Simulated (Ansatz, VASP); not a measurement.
# Two plane-wave programs on SrO

```
Sr O
1.0
     0.00000    2.58066    2.58066
     2.58066    0.00000    2.58066
     2.58066    2.58066    0.00000
Sr O
1 1
Direct
  0.00000 0.00000 0.00000
  0.50000 0.50000 0.50000
```

Alike in both runs: task single point; functional PBE; k mesh 6 × 6 × 6; occupations gaussian, width 0.1 eV; no spin polarisation.

```csv
,VASP,Ansatz
version,VASP 6.6.1,Ansatz 0.2.0
potentials or method,"VASP PAW PBE potentials, release 64 (Sr_sv, O), cutoff 600 eV","scalar-relativistic, plane waves, PAW"
valence electrons in the cell,16,16
```

```csv
,VASP,Ansatz,Ansatz less VASP
gap on the k mesh at the Fermi level (eV),3.27,3.32,+0.046
least direct gap on the mesh (eV),3.37,3.40,+0.036
pressure (GPa),2.2,1.7,-0.46
```
